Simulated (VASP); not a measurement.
# CO2 (Pbcn) in VASP: relaxation of the atoms with PBE

Aim: the relaxation of the atoms of CO2 with PBE.

All numbers are computed with VASP 6.6.1; they aren't measurements. Logs are shortened: lines on timing, memory, paths and dates and some standing lists are left out, and cuts for length are marked.

### Step 1. The cell of the first run

The structure is orthorhombic, space group Pbcn (No. 60). The conventional cell has a = 4.344 Å, b = 6.111 Å, c = 4.285 Å, α = 90.00°, β = 90.00°, γ = 90.00°. C (site symmetry 2) has 4 O at 1.53 to 1.96 Å within 2.0 Å. Within 2.0 Å of O (site symmetry 1) lie 2 C at 1.53 to 1.96 Å.

### Step 2. Relaxation of the atoms, PBE

Input file INCAR:

```
SYSTEM = CO2
PREC     = Accurate       ! precision mode
ENCUT    = 520            ! plane-wave cutoff, eV
EDIFF    = 1E-7           ! SCF threshold, eV
ISMEAR   = -1             ! smearing method
SIGMA    = 0.02           ! smearing width, eV
LREAL    = .False.        ! projectors in reciprocal space
LASPH    = .True.         ! aspherical terms in the spheres
NELM     = 120            ! most SCF steps
ALGO     = Normal         ! electronic algorithm
ISIF     = 2              ! what is computed and relaxed
LWAVE    = .False.        ! write WAVECAR
LCHARG   = .False.        ! write CHGCAR
GGA      = PE             ! functional
IBRION   = 2              ! ionic algorithm
NSW      = 80             ! ionic steps
EDIFFG   = -0.02          ! ionic threshold
GGA_COMPAT= .False.      
NELMIN   = 4
```

Input file KPOINTS:

```
Automatic mesh
0
Gamma
  5 3 5
  0 0 0
```

Input file POSCAR:

```
CO2
1.0
    4.3441000000      0.0000000000      0.0000000000
    0.0000000000      6.1110000000      0.0000000000
    0.0000000000      0.0000000000      4.2850000000
C O
4 8
Direct
    0.0000000000      0.3230000000      0.2500000000
    0.5000000000      0.1770000000      0.7500000000
    0.0000000000      0.6770000000      0.7500000000
    0.5000000000      0.8230000000      0.2500000000
    0.2720000000      0.3700000000      0.4670000000
    0.2280000000      0.1300000000      0.9670000000
    0.7720000000      0.1300000000      0.5330000000
    0.7280000000      0.3700000000      0.0330000000
    0.7280000000      0.6300000000      0.5330000000
    0.7720000000      0.8700000000      0.0330000000
    0.2280000000      0.8700000000      0.4670000000
    0.2720000000      0.6300000000      0.9670000000
```

Potentials or basis: VASP PAW PBE potentials, release 64 (C, O).

The run is started by

```
$ cat potpaw_PBE.64/C/POTCAR potpaw_PBE.64/O/POTCAR > POTCAR
$ mpirun -np 1 vasp_std > vasp.out
```

OUTCAR:

```text
SYSTEM = CO2
   PREC = Accurate
   ENCUT = 520
   EDIFF = 1E-7
   ISMEAR = -1
   LREAL = .False.
   LASPH = .True.
   NELM = 120
   ISIF = 2
   GGA = PE
   IBRION = 2
   NSW = 80
   EDIFFG = -0.02
   NELMIN = 4

 ion  position               nearest neighbor table
   1  0.000  0.323  0.250-   5 1.53   8 1.53   7 1.96   6 1.96
   2  0.500  0.177  0.750-   6 1.53   7 1.53   5 1.96   8 1.96
   3  0.000  0.677  0.750-   9 1.53  12 1.53  11 1.96  10 1.96
   4  0.500  0.823  0.250-  10 1.53  11 1.53   9 1.96  12 1.96
   5  0.272  0.370  0.467-   1 1.53   2 1.96
   6  0.228  0.130  0.967-   2 1.53   1 1.96
   7  0.772  0.130  0.533-   2 1.53   1 1.96
   8  0.728  0.370  0.033-   1 1.53   2 1.96
   9  0.728  0.630  0.533-   3 1.53   4 1.96
  10  0.772  0.870  0.033-   4 1.53   3 1.96
  11  0.228  0.870  0.467-   4 1.53   3 1.96
  12  0.272  0.630  0.967-   3 1.53   4 1.96

  LATTYP: Found a simple orthorhombic cell.
 ALAT       =     4.2850000000
 B/A-ratio  =     1.0137922987
 C/A-ratio  =     1.4261376896

  Lattice vectors:

 A1 = (   0.0000000000,   0.0000000000,   4.2850000000)
 A2 = (   4.3441000000,   0.0000000000,   0.0000000000)
 A3 = (   0.0000000000,   6.1110000000,   0.0000000000)

Analysis of symmetry for initial positions (statically):
=====================================================================
 Subroutine PRICEL returns:
 Original cell was already a primitive cell.

 Routine SETGRP: Setting up the symmetry group for a
 simple orthorhombic supercell.

 Subroutine GETGRP returns: Found  8 space group operations
 (whereof  2 operations were pure point group operations)
 out of a pool of  8 trial point group operations.

The static configuration has the point symmetry S_2 .
 The point group associated with its full space group is D_2h.

Analysis of symmetry for dynamics (positions and initial velocities):
=====================================================================
 Subroutine PRICEL returns:
 Original cell was already a primitive cell.

 Routine SETGRP: Setting up the symmetry group for a
 simple orthorhombic supercell.

 Subroutine GETGRP returns: Found  8 space group operations
 (whereof  2 operations were pure point group operations)
 out of a pool of  8 trial point group operations.

The dynamic configuration has the point symmetry S_2 .
 The point group associated with its full space group is D_2h.

 Subroutine INISYM returns: Found  8 space group operations
 (whereof  2 operations are pure point group operations),
 and found     1 'primitive' translations

----------------------------------------------------------------------------------------

                                     Primitive cell

  volume of cell :     113.7530

  direct lattice vectors                    reciprocal lattice vectors
     4.344100000  0.000000000  0.000000000     0.230197279  0.000000000  0.000000000
     0.000000000  6.111000000  0.000000000     0.000000000  0.163639339  0.000000000
     0.000000000  0.000000000  4.285000000     0.000000000  0.000000000  0.233372229

  length of vectors
     4.344100000  6.111000000  4.285000000     0.230197279  0.163639339  0.233372229

  position of ions in fractional coordinates (direct lattice)
     0.000000000  0.323000000  0.250000000
     0.500000000  0.177000000  0.750000000
     0.000000000  0.677000000  0.750000000
     0.500000000  0.823000000  0.250000000
     0.272000000  0.370000000  0.467000000
     0.228000000  0.130000000  0.967000000
     0.772000000  0.130000000  0.533000000
     0.728000000  0.370000000  0.033000000
     0.728000000  0.630000000  0.533000000
     0.772000000  0.870000000  0.033000000
     0.228000000  0.870000000  0.467000000
     0.272000000  0.630000000  0.967000000

  ion indices of the primitive-cell ions
   primitive index   ion index
                 1           1
                 2           2
                 3           3
                 4           4
                 5           5
                 6           6
                 7           7
                 8           8
                 9           9
                10          10
                11          11
                12          12

----------------------------------------------------------------------------------------

 KPOINTS: Automatic mesh

Automatic generation of k-mesh.
 Grid dimensions read from file:
 generate k-points for:    5    3    5

 Generating k-lattice:

  Cartesian coordinates                     Fractional coordinates (reciprocal lattice)
     0.046039456  0.000000000  0.000000000     0.200000000  0.000000000  0.000000000
     0.000000000  0.054546446  0.000000000     0.000000000  0.333333333  0.000000000
     0.000000000  0.000000000  0.046674446     0.000000000  0.000000000  0.200000000

  Length of vectors
     0.046039456  0.054546446  0.046674446

  Shift w.r.t. Gamma in fractional coordinates (k-lattice)
     0.000000000  0.000000000  0.000000000

 Subroutine IBZKPT returns following result:
 ===========================================

 Found     18 irreducible k-points:

 Following reciprocal coordinates:
            Coordinates               Weight
  0.000000  0.000000  0.000000      1.000000
  0.200000  0.000000  0.000000      2.000000
  0.400000  0.000000  0.000000      2.000000
  0.000000  0.333333  0.000000      2.000000
  0.200000  0.333333  0.000000      4.000000
  0.400000  0.333333  0.000000      4.000000
[... 10 lines left out ...]
  0.200000  0.333333  0.400000      8.000000
  0.400000  0.333333  0.400000      8.000000
   k-points           NKPTS =     18   k-points in BZ     NKDIM =     18   number of bands    NBANDS=     39
   number of dos      NEDOS =    301   number of ions     NIONS =     12
   total plane-waves  NPLWV =  49152
   dimension x,y,z NGX =    32 NGY =   48 NGZ =   32
   dimension x,y,z NGXF=    64 NGYF=   96 NGZF=   64
   ions per type =               4   8
   NGX,Y,Z   is equivalent  to a cutoff of  12.25, 13.06, 12.42 a.u.
   NGXF,Y,Z  is equivalent  to a cutoff of  24.49, 26.12, 24.83 a.u.
 SYSTEM =  CO2
   PREC   = accura    normal or accurate (medium, high low for compatibility)
   ISTART =      0    job   : 0-new  1-cont  2-samecut
   ICHARG =      2    charge: 1-file 2-atom 10-const
   ISPIN  =      1    spin polarized calculation?
   LNONCOLLINEAR =      F non collinear calculations
   LSORBIT =      F    spin-orbit coupling
   LASPH  =      T    aspherical Exc in radial PAW
   ENCUT  =  520.0 eV  38.22 Ry    6.18 a.u.   8.08 11.36  7.97*2*pi/ulx,y,z
   NELM   =    120;   NELMIN=  4; NELMDL= -5     # of ELM steps
   EDIFF  = 0.1E-06   stopping-criterion for ELM
   LREAL  =      F    real-space projection
   EDIFFG = -.2E-01   stopping-criterion for IOM
   NSW    =     80    number of steps for IOM
   IBRION =      2    ionic relax: 0-MD 1-quasi-New 2-CG
   NFREE  =      1    steps in history (QN), initial steepest desc. (CG)
   ISIF   =      2    stress and relaxation
   ISYM   =      2    0-nonsym 1-usesym 2-fastsym
   POTIM  = 0.5000    time-step for ionic-motion
   TEBEG  =    0.0;   TEEND  =   0.0 temperature during run
   PSTRESS=    0.0 pullay stress
   NELECT =      64.0000    total number of electrons
   NUPDOWN=      -1.0000    fix difference up-down
   EMIN   =  10.00;   EMAX   =-10.00  energy-range for DOS
   EFERMI =   0.00;   METHOD = LEGACY
   ISMEAR =    -1;   SIGMA  =   0.02  broadening in eV -4-tet -1-fermi 0-gaus
   EFERMI_NEDOS =   21; number of points for ismear=-14 and -15
   IALGO  =     38    algorithm
   IMIX   =      4    mixing-type and parameters
     AMIX     =   0.40;   BMIX     =  1.00
     AMIX_MAG =   1.60;   BMIX_MAG =  1.00
  volume/ion in A,a.u.               =       9.48        63.97
  Fermi-wavevector in a.u.,A,eV,Ry     =   1.351493  2.553952 24.851500  1.826534
  Thomas-Fermi vector in A             =   2.478910
   LORBIT       =      0    0 simple, 1 ext, 2 COOP (PROOUT), +10 PAW based schemes
   GGA     = PE    functional components
   LHFCALC =     F    Hartree Fock is set to
   AEXX    =    0.0000 exact exchange contribution
   IVDW    =     0    specifies the selected vdW correction
   LEPSILON=     F    determine dielectric tensor
   LRPA    =     F    only Hartree local field effects (RPA)
 conjugate gradient relaxation of ions
 non-spin polarized calculation
  energy-cutoff  :      520.00
  volume of cell :      113.75
 maximum number of plane-waves:      3083
   NGX = 17   NGY = 23   NGZ = 15

--------------------------------------- Ionic step        1  -------------------------------------------

 number of electron      63.9999970 magnetization

 Free energy of the ion-electron system (eV)
  ---------------------------------------------------
  ext. energy  EPLUGINS =         0.00000000
  ---------------------------------------------------
  free energy    TOTEN  =       -66.47476536 eV

  energy without entropy =      -66.47476535  energy(sigma->0) =      -66.47476535

------------------------ aborting loop because EDIFF is reached ----------------------------------------

  FORCE on cell =-STRESS in cart. coord.  units (eV):
  Direction    XX          YY          ZZ          XY          YZ          ZX
  --------------------------------------------------------------------------------------
  -------------------------------------------------------------------------------------
  Total      -59.2438828      6.3053711    -32.5587042      0.0000000      0.0000000     -0.0000000
  in kB     -834.4324261     88.8092719   -458.5796413      0.0000000      0.0000000     -0.0000000
  external PRESSURE =    -401.4009318 kB  Pullay stress =       0.0000000 kB
[... 119 lines left out ...]
  FREE ENERGIE OF THE ION-ELECTRON SYSTEM (eV)
  ---------------------------------------------------
  free  energy   TOTEN  =       -87.6670419184 eV

  energy  without entropy=      -87.6670419184  energy(sigma->0) =      -87.66704192

[... ionic steps 4 to 32 ...]

--------------------------------------- Ionic step       33  -------------------------------------------

 number of electron      63.9999981 magnetization

------------------------ aborting loop because EDIFF is reached ----------------------------------------

  FORCE on cell =-STRESS in cart. coord.  units (eV):
  Direction    XX          YY          ZZ          XY          YZ          ZX
  --------------------------------------------------------------------------------------
  -------------------------------------------------------------------------------------
  Total       10.9209556     12.7033279     18.8911992      0.0000000      0.0000000      0.0000000
  in kB      153.8184030    178.9225857    266.0769087      0.0000000      0.0000000      0.0000000
  external PRESSURE =     199.6059658 kB  Pullay stress =       0.0000000 kB
[... 77 lines left out ...]
  energy  without entropy=      -88.6900969399  energy(sigma->0) =      -88.69009694

--------------------------------------- Ionic step       35  -------------------------------------------

 number of electron      63.9999981 magnetization

 Free energy of the ion-electron system (eV)
  ---------------------------------------------------
  ext. energy  EPLUGINS =         0.00000000
  ---------------------------------------------------
  free energy    TOTEN  =       -88.69030307 eV

  energy without entropy =      -88.69030307  energy(sigma->0) =      -88.69030307

 E-fermi :   0.2088     XC(G=0): -10.1302

 val. band max:       -0.2296353543   @ k =   0.4000   0.0000   0.0000
 cond. band min:       6.6403801708   @ k =   0.0000   0.3333   0.0000
 fundamental gap:      6.8700155251
 Fermi energy:         0.2087858027

 k-point     1 :       0.0000    0.0000    0.0000
  band No.  band energies     occupation
      1     -22.0644      2.00000
      2     -21.2974      2.00000
      3     -21.2258      2.00000
      4     -20.6439      2.00000
      5     -20.3686      2.00000
      6     -20.1919      2.00000
[... 784 lines left out ...]
  FREE ENERGIE OF THE ION-ELECTRON SYSTEM (eV)
  ---------------------------------------------------
  free  energy   TOTEN  =       -88.6903030672 eV

  energy  without entropy=      -88.6903030671  energy(sigma->0) =      -88.69030307

 reached required accuracy - stopping structural energy minimisation
```

Wall time 17 min (1 thread of AMD EPYC 7R43 (Zen 3), shared host); peak memory 0.21 GiB.

Results:

* Free energy: -88.6903 eV
* Energy gained by relaxing: 1851.3 meV/atom
* Ionic steps: 35
* Pressure after relaxing: 20.0 GPa
* Largest force after relaxing: 0.018 eV/Å
* Band gap on the k mesh: 6.87 eV (least direct gap 7.04 eV)

Forces on the atoms (eV/Å):
```
C    0.000  0.001  0.000
C    0.000 -0.001  0.000
C    0.000 -0.001  0.000
C    0.000  0.001  0.000
O    0.002  0.018 -0.003
O   -0.002 -0.018 -0.003
O    0.002 -0.018  0.003
O   -0.002  0.018  0.003
O   -0.002 -0.018  0.003
O    0.002  0.018  0.003
O   -0.002  0.018 -0.003
O    0.002 -0.018 -0.003
```

Step by step:
```csv
step,energy change (eV),largest force (eV/Å),pressure (GPa)
1,0.0000,7.2876,-40.14
2,-21.1923,1.9469,20.25
3,-21.1923,1.9416,20.34
4,-21.6831,2.2043,30.36
5,-21.6841,2.2819,30.72
6,-21.8954,0.4991,21.89
7,-21.8958,0.4943,22.24
8,-21.9151,0.4583,21.93
9,-21.9636,0.3900,20.96
10,-22.0156,0.5400,18.85
11,-22.0374,0.4056,19.98
12,-22.0578,0.6021,22.59
13,-22.0735,0.5960,22.50
14,-22.1154,0.5604,22.17
15,-22.1733,0.4162,21.29
16,-22.1602,0.3876,18.65
17,-22.1912,0.2648,20.37
18,-22.1914,0.2495,20.23
19,-22.1984,0.1957,19.45
20,-22.2005,0.3055,18.71
21,-22.2048,0.2164,19.09
22,-22.2090,0.0925,19.98
23,-22.2096,0.0845,19.97
24,-22.2112,0.0602,19.95
25,-22.2135,0.0419,19.91
26,-22.2136,0.0859,19.81
27,-22.2142,0.0390,19.86
28,-22.2145,0.0699,20.22
29,-22.2145,0.0630,20.19
30,-22.2147,0.0547,20.16
31,-22.2151,0.0331,20.06
32,-22.2151,0.0467,19.87
33,-22.2152,0.0290,19.96
34,-22.2153,0.0262,19.96
35,-22.2155,0.0179,19.96
```

Final structure:
```
C O
1.0
     4.34410    0.00000    0.00000
     0.00000    6.11100    0.00000
     0.00000    0.00000    4.28500
C O
4 8
Direct
  0.00000 0.36324 0.25000
  0.50000 0.13676 0.75000
  0.00000 0.63676 0.75000
  0.50000 0.86324 0.25000
  0.23258 0.36838 0.38647
  0.26742 0.13162 0.88647
  0.73258 0.13162 0.61353
  0.76742 0.36838 0.11353
  0.76742 0.63162 0.61353
  0.73258 0.86838 0.11353
  0.26742 0.86838 0.38647
  0.23258 0.63162 0.88647
```

Caveat: this functional lacks dispersion, which holds the molecules together, so the pressure and a relaxed volume are unreliable; an odd mesh through Γ misses points on the zone boundary, where band edges can lie.
